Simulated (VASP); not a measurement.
# MnO2 (P4_2/mnm) in VASP: relaxation of cell and atoms with PBEsol+U

Aim: the relaxation of cell and atoms of MnO2 with PBEsol+U.

Program: VASP 6.6.1. These are calculated values, not measurements. Logs are shortened: lines on timing, memory, paths and dates and some standing lists are left out, and cuts for length are marked.

## Step 1: The cell of the first run

It takes space group P4_2/mnm (No. 136, tetragonal). Conventional cell: a = 4.400 Å, b = 4.400 Å, c = 2.867 Å, α = 90.00°, β = 90.00°, γ = 90.00°. Within 2.5 Å of Mn (site symmetry mmm) lie 6 O at 1.88 to 1.90 Å. Within 2.5 Å of O (site symmetry m2m) lie 3 Mn at 1.88 to 1.90 Å and 1 O at 2.43 Å.

## Step 2: Relaxation of cell and atoms, PBEsol+U, collinear spin, ferromagnetic start

INCAR reads:

```
SYSTEM = MnO2
  ALGO = Normal
  EDIFF = 1E-6
  EDIFFG = -0.01
  ENCUT = 600
  GGA = PS
  IBRION = 2
  ISIF = 3
  ISMEAR = -1
  ISPIN = 2
  LASPH = .True.
  LCHARG = .False.
  LDAU = .True.
  LDAUJ = 0 0
  LDAUL = 2 -1
  LDAUPRINT = 1
  LDAUTYPE = 2
  LDAUU = 8 0
  LMAXMIX = 4
  LORBIT = 11
  LREAL = .False.
  LWAVE = .False.
  MAGMOM = 4 4 0 0 0 0
  NELM = 150
  NSW = 60
  PREC = Accurate
  SIGMA = 0.05
```

KPOINTS reads:

```
k-points
0
Gamma
  6 6 9
  0 0 0
```

POSCAR reads:

```
MnO2
1.0
    4.4004184607      0.0000000000      0.0000000000
    0.0000000000      4.4004184607      0.0000000000
    0.0000000000      0.0000000000      2.8670779400
Mn O
2 4
Direct
    0.5000000000      0.5000000000      0.5000000000
    0.0000000000      0.0000000000      0.0000000000
    0.8049161500      0.1950838500      0.5000000000
    0.6950838500      0.6950838500      0.0000000000
    0.1950838500      0.8049161500      0.5000000000
    0.3049161500      0.3049161500      0.0000000000
```

Potentials or basis: VASP PAW PBE potentials, release 64 (Mn_pv, O).

Launch:

```bash
$ cat potpaw_PBE.64/Mn_pv/POTCAR potpaw_PBE.64/O/POTCAR > POTCAR
$ mpirun -np 1 vasp_std > vasp.out
```

OUTCAR:

```text
SYSTEM = MnO2
   EDIFF = 1E-6
   EDIFFG = -0.01
   ENCUT = 600
   GGA = PS
   IBRION = 2
   ISIF = 3
   ISMEAR = -1
   ISPIN = 2
   LASPH = .True.
   LORBIT = 11
   LREAL = .False.
   NELM = 150
   NSW = 60
   PREC = Accurate

 ion  position               nearest neighbor table
   1  0.500  0.500  0.500-   4 1.88   6 1.88   4 1.88   6 1.88   5 1.90   3 1.90
   2  0.000  0.000  0.000-   3 1.88   5 1.88   3 1.88   5 1.88   4 1.90   6 1.90
   3  0.805  0.195  0.500-   2 1.88   2 1.88   1 1.90
   4  0.695  0.695  0.000-   1 1.88   1 1.88   2 1.90
   5  0.195  0.805  0.500-   2 1.88   2 1.88   1 1.90
   6  0.305  0.305  0.000-   1 1.88   1 1.88   2 1.90

  LATTYP: Found a simple tetragonal cell.
 ALAT       =     4.4004184607
 C/A-ratio  =     0.6515466576

  Lattice vectors:

 A1 = (   4.4004184607,   0.0000000000,   0.0000000000)
 A2 = (   0.0000000000,   4.4004184607,   0.0000000000)
 A3 = (   0.0000000000,   0.0000000000,   2.8670779400)

Analysis of symmetry for initial positions (statically):
=====================================================================
 Subroutine PRICEL returns:
 Original cell was already a primitive cell.

 Routine SETGRP: Setting up the symmetry group for a
 simple tetragonal supercell.

 Subroutine GETGRP returns: Found 16 space group operations
 (whereof  8 operations were pure point group operations)
 out of a pool of 16 trial point group operations.

The static configuration has the point symmetry D_2h.
 The point group associated with its full space group is D_4h.

Analysis of symmetry for dynamics (positions and initial velocities):
=====================================================================
 Subroutine PRICEL returns:
 Original cell was already a primitive cell.

 Routine SETGRP: Setting up the symmetry group for a
 simple tetragonal supercell.

 Subroutine GETGRP returns: Found 16 space group operations
 (whereof  8 operations were pure point group operations)
 out of a pool of 16 trial point group operations.

The dynamic configuration has the point symmetry D_2h.
 The point group associated with its full space group is D_4h.

Analysis of structural, dynamic, and magnetic symmetry:
=====================================================================
 Subroutine PRICEL returns:
 Original cell was already a primitive cell.

 Routine SETGRP: Setting up the symmetry group for a
 simple tetragonal supercell.

 Subroutine GETGRP returns: Found 16 space group operations
 (whereof  8 operations were pure point group operations)
 out of a pool of 16 trial point group operations.

The overall configuration has the point symmetry D_2h.
 The point group associated with its full space group is D_4h.

 Subroutine INISYM returns: Found 16 space group operations
 (whereof  8 operations are pure point group operations),
 and found     1 'primitive' translations

----------------------------------------------------------------------------------------

                                     Primitive cell

  volume of cell :      55.5172

  direct lattice vectors                    reciprocal lattice vectors
     4.400418461  0.000000000  0.000000000     0.227251115  0.000000000  0.000000000
     0.000000000  4.400418461  0.000000000     0.000000000  0.227251115  0.000000000
     0.000000000  0.000000000  2.867077940     0.000000000  0.000000000  0.348787170

  length of vectors
     4.400418461  4.400418461  2.867077940     0.227251115  0.227251115  0.348787170

  position of ions in fractional coordinates (direct lattice)
     0.500000000  0.500000000  0.500000000
[... 138 lines left out ...]

  energy without entropy =      -39.90215545  energy(sigma->0) =      -39.90810999

------------------------ aborting loop because EDIFF is reached ----------------------------------------

  FORCE on cell =-STRESS in cart. coord.  units (eV):
  Direction    XX          YY          ZZ          XY          YZ          ZX
  --------------------------------------------------------------------------------------
  -------------------------------------------------------------------------------------
  Total        4.1914714      4.1914714      7.7960511      0.0000000      0.0000000      0.0000000
  in kB      120.9621869    120.9621869    224.9871952      0.0000000      0.0000000      0.0000000
  external PRESSURE =     155.6371897 kB  Pullay stress =       0.0000000 kB
[... 301 lines left out ...]
  FREE ENERGIE OF THE ION-ELECTRON SYSTEM (eV)
  ---------------------------------------------------
  free  energy   TOTEN  =       -40.2436207297 eV

  energy  without entropy=      -40.2163500511  energy(sigma->0) =      -40.22998539

atom =   1  type =  1  l = 2

 onsite density matrix

spin component  1

  0.7734  0.0000 -0.1279  0.0000  0.0000
  0.0000  0.8606  0.0000 -0.1068  0.0000
 -0.1279  0.0000  0.8709  0.0000 -0.0000
  0.0000 -0.1068  0.0000  0.8606  0.0000
  0.0000  0.0000 -0.0000  0.0000  0.9661

spin component  2

  0.1315  0.0000  0.0734  0.0000 -0.0000
  0.0000  0.1089  0.0000  0.0652  0.0000
  0.0734  0.0000  0.0828  0.0000 -0.0000
  0.0000  0.0652  0.0000  0.1089  0.0000
 -0.0000  0.0000 -0.0000  0.0000  0.0436

 occupancies and eigenvectors

  o =  0.0298  v =  0.0000  0.0000  0.0000  0.0000  0.0000 -0.5852  0.0000  0.8109  0.0000  0.0000      0.0000  0.0000  0.0000  0.0000  0.0000  0.0000  0.0000  0.0000  0.0000  0.0000
  o =  0.0436  v =  0.0000  0.0000  0.0000  0.0000  0.0000  0.0000  0.0000 -0.0000 -0.0000  1.0000      0.0000  0.0000  0.0000  0.0000  0.0000  0.0000  0.0000  0.0000  0.0000  0.0000
  o =  0.0437  v =  0.0000  0.0000  0.0000  0.0000  0.0000  0.0000  0.7071 -0.0000 -0.7071 -0.0000      0.0000  0.0000  0.0000  0.0000  0.0000  0.0000  0.0000  0.0000  0.0000  0.0000
  o =  0.1741  v =  0.0000  0.0000  0.0000  0.0000  0.0000 -0.0000 -0.7071  0.0000 -0.7071 -0.0000      0.0000  0.0000  0.0000  0.0000  0.0000  0.0000  0.0000  0.0000  0.0000  0.0000
  o =  0.1844  v =  0.0000  0.0000  0.0000  0.0000  0.0000 -0.8109  0.0000 -0.5852  0.0000  0.0000      0.0000  0.0000  0.0000  0.0000  0.0000  0.0000  0.0000  0.0000  0.0000  0.0000
  o =  0.6853  v =  0.8234 -0.0000  0.5674  0.0000  0.0000  0.0000  0.0000  0.0000  0.0000  0.0000      0.0000  0.0000  0.0000  0.0000  0.0000  0.0000  0.0000  0.0000  0.0000  0.0000
  o =  0.7538  v =  0.0000  0.7071  0.0000  0.7071  0.0000  0.0000  0.0000  0.0000  0.0000  0.0000      0.0000  0.0000  0.0000  0.0000  0.0000  0.0000  0.0000  0.0000  0.0000  0.0000
  o =  0.9590  v =  0.5674  0.0000 -0.8234  0.0000 -0.0000  0.0000  0.0000  0.0000  0.0000  0.0000      0.0000  0.0000  0.0000  0.0000  0.0000  0.0000  0.0000  0.0000  0.0000  0.0000
  o =  0.9661  v =  0.0000 -0.0000 -0.0000  0.0000  1.0000  0.0000  0.0000  0.0000  0.0000  0.0000      0.0000  0.0000  0.0000  0.0000  0.0000  0.0000  0.0000  0.0000  0.0000  0.0000
  o =  0.9674  v =  0.0000  0.7071  0.0000 -0.7071  0.0000  0.0000  0.0000  0.0000  0.0000  0.0000      0.0000  0.0000  0.0000  0.0000  0.0000  0.0000  0.0000  0.0000  0.0000  0.0000

atom =   2  type =  1  l = 2

 onsite density matrix

spin component  1

  0.7734  0.0000  0.1279  0.0000  0.0000
  0.0000  0.8606  0.0000  0.1068  0.0000
  0.1279  0.0000  0.8709  0.0000 -0.0000
  0.0000  0.1068  0.0000  0.8606  0.0000
  0.0000  0.0000 -0.0000  0.0000  0.9661

spin component  2

  0.1315  0.0000 -0.0734  0.0000 -0.0000
  0.0000  0.1089  0.0000 -0.0652  0.0000
 -0.0734  0.0000  0.0828  0.0000  0.0000
  0.0000 -0.0652  0.0000  0.1089  0.0000
 -0.0000  0.0000  0.0000  0.0000  0.0436

 occupancies and eigenvectors

  o =  0.0298  v =  0.0000  0.0000  0.0000  0.0000  0.0000 -0.5852  0.0000 -0.8109  0.0000  0.0000      0.0000  0.0000  0.0000  0.0000  0.0000  0.0000  0.0000  0.0000  0.0000  0.0000
  o =  0.0436  v =  0.0000  0.0000  0.0000  0.0000  0.0000 -0.0000 -0.0000 -0.0000  0.0000 -1.0000      0.0000  0.0000  0.0000  0.0000  0.0000  0.0000  0.0000  0.0000  0.0000  0.0000
  o =  0.0437  v =  0.0000  0.0000  0.0000  0.0000  0.0000  0.0000  0.7071  0.0000  0.7071 -0.0000      0.0000  0.0000  0.0000  0.0000  0.0000  0.0000  0.0000  0.0000  0.0000  0.0000
  o =  0.1741  v =  0.0000  0.0000  0.0000  0.0000  0.0000  0.0000  0.7071  0.0000 -0.7071 -0.0000      0.0000  0.0000  0.0000  0.0000  0.0000  0.0000  0.0000  0.0000  0.0000  0.0000
  o =  0.1844  v =  0.0000  0.0000  0.0000  0.0000  0.0000 -0.8109  0.0000  0.5852  0.0000  0.0000      0.0000  0.0000  0.0000  0.0000  0.0000  0.0000  0.0000  0.0000  0.0000  0.0000
  o =  0.6853  v =  0.8234  0.0000 -0.5674  0.0000 -0.0000  0.0000  0.0000  0.0000  0.0000  0.0000      0.0000  0.0000  0.0000  0.0000  0.0000  0.0000  0.0000  0.0000  0.0000  0.0000
  o =  0.7538  v =  0.0000  0.7071  0.0000 -0.7071  0.0000  0.0000  0.0000  0.0000  0.0000  0.0000      0.0000  0.0000  0.0000  0.0000  0.0000  0.0000  0.0000  0.0000  0.0000  0.0000
  o =  0.9590  v =  0.5674 -0.0000  0.8234  0.0000  0.0000  0.0000  0.0000  0.0000  0.0000  0.0000      0.0000  0.0000  0.0000  0.0000  0.0000  0.0000  0.0000  0.0000  0.0000  0.0000
  o =  0.9661  v =  0.0000  0.0000  0.0000  0.0000 -1.0000  0.0000  0.0000  0.0000  0.0000  0.0000      0.0000  0.0000  0.0000  0.0000  0.0000  0.0000  0.0000  0.0000  0.0000  0.0000
  o =  0.9674  v =  0.0000  0.7071  0.0000  0.7071  0.0000  0.0000  0.0000  0.0000  0.0000  0.0000      0.0000  0.0000  0.0000  0.0000  0.0000  0.0000  0.0000  0.0000  0.0000  0.0000

--------------------------------------- Ionic step        9  -------------------------------------------

 number of electron      50.0000042 magnetization       6.0007154

 Free energy of the ion-electron system (eV)
  ---------------------------------------------------
  ext. energy  EPLUGINS =         0.00000000
  ---------------------------------------------------
  free energy    TOTEN  =       -40.24362871 eV

  energy without entropy =      -40.21630890  energy(sigma->0) =      -40.22996880

 E-fermi :   3.5710     XC(G=0): -11.6782

 val. band max:        3.5620246498   @ k =   0.3333   0.0000   0.3333
 cond. band min:       3.5746624962   @ k =   0.1667   0.0000   0.2222
 fundamental gap:      0.0126378464
 Fermi energy:         3.5710390742

 spin component 1

 k-point     1 :       0.0000    0.0000    0.0000
  band No.  band energies     occupation
      1     -46.5328      1.00000
      2     -46.5328      1.00000
      3     -46.5130      1.00000
      4     -46.5077      1.00000
      5     -46.4862      1.00000
      6     -46.4862      1.00000
[... 1804 lines left out ...]
  FREE ENERGIE OF THE ION-ELECTRON SYSTEM (eV)
  ---------------------------------------------------
  free  energy   TOTEN  =       -40.2436287074 eV

  energy  without entropy=      -40.2163088992  energy(sigma->0) =      -40.22996880

 reached required accuracy - stopping structural energy minimisation

 total charge

# of ion       s       p       d       tot
------------------------------------------
    1        0.319   6.385   4.780  11.484
    2        0.319   6.385   4.780  11.484
    3        1.571   3.387   0.000   4.957
    4        1.571   3.387   0.000   4.957
    5        1.571   3.387   0.000   4.957
    6        1.571   3.387   0.000   4.957
--------------------------------------------------
tot          6.921  26.316   9.560  42.797

 magnetization (x)

# of ion       s       p       d       tot
------------------------------------------
    1        0.030   0.037   3.850   3.917
    2        0.030   0.037   3.850   3.917
    3       -0.004  -0.434   0.000  -0.438
    4       -0.004  -0.434   0.000  -0.438
    5       -0.004  -0.434   0.000  -0.438
    6       -0.004  -0.434   0.000  -0.438
--------------------------------------------------
tot          0.044  -1.663   7.700   6.081
```

Wall time 25 min (1 thread of Oxide Virtual Turin-like, shared host); peak memory 0.28 GiB.

What came out:

- Free energy: -40.2436 eV
- Relaxed volume: 10.31 Å³/atom
- Relaxed cell: a = 4.500 Å, b = 4.500 Å, c = 3.055 Å, α = 90.00°, β = 90.00°, γ = 90.00°
- Space group after relaxing (to 0.1 Å): P4_2/mnm (No. 136)
- Energy gained by relaxing: 54.9 meV/atom
- Ionic steps: 9
- Pressure after relaxing: 0.0 GPa
- Band gap on the k mesh: zero (filled and empty bands overlap)
- Net moment: 6.00 μB per cell
- Site moments: Mn +3.92; O -0.44 μB
- Valence electrons inside the program's atomic spheres: Mn 11.48; O 4.96

Forces in eV/Å, atoms in the order of the input:
```
Mn   0.000  0.000  0.000
Mn   0.000  0.000  0.000
O    0.002 -0.002  0.000
O   -0.002 -0.002  0.000
O   -0.002  0.002  0.000
O    0.002  0.002  0.000
```

The path:
| step | energy change (eV) | largest force (eV/Å) | pressure (GPa) | volume (Å³) |
| --- | --- | --- | --- | --- |
| 1 | 0.0000 | 0.2527 | 15.56 | 55.52 |
| 2 | -0.3110 | 0.2346 | -2.22 | 63.04 |
| 3 | -0.3191 | 0.1849 | -0.05 | 61.89 |
| 4 | -0.3190 | 0.1913 | -0.25 | 62.02 |
| 5 | -0.3267 | 0.0723 | -0.37 | 62.05 |
| 6 | -0.3289 | 0.0323 | -0.40 | 62.07 |
| 7 | -0.3296 | 0.0095 | 0.08 | 61.81 |
| 8 | -0.3296 | 0.0096 | 0.08 | 61.81 |
| 9 | -0.3296 | 0.0030 | 0.00 | 61.85 |

Final structure:
```yaml
crystal:
  lattice:
    - [4.49991, 0.00000, 0.00000]
    - [0.00000, 4.49991, 0.00000]
    - [0.00000, 0.00000, 3.05459]
  atoms:
    - { symbol: Mn, position: [0.50000, 0.50000, 0.50000] }
    - { symbol: Mn, position: [0.00000, 0.00000, 0.00000] }
    - { symbol: O, position: [0.80550, 0.19450, 0.50000] }
    - { symbol: O, position: [0.69450, 0.69450, 0.00000] }
    - { symbol: O, position: [0.19450, 0.80550, 0.50000] }
    - { symbol: O, position: [0.30550, 0.30550, 0.00000] }
```

Eigenvalues of the final occupation matrices:
```
    site  spin  trace               eigenvalues
site 1 d     1   4.33  0.69 0.75 0.96 0.97 0.97
site 1 d     2   0.48  0.03 0.04 0.04 0.17 0.18
site 2 d     1   4.33  0.69 0.75 0.96 0.97 0.97
site 2 d     2   0.48  0.03 0.04 0.04 0.17 0.18
```

Caveat: the PAW data sets were made with another functional, which shifts forces and pressure a little; the run started ferromagnetic, and an antiferromagnetic order may lie lower in energy. The state reached can hang on the start; a lower one may exist.
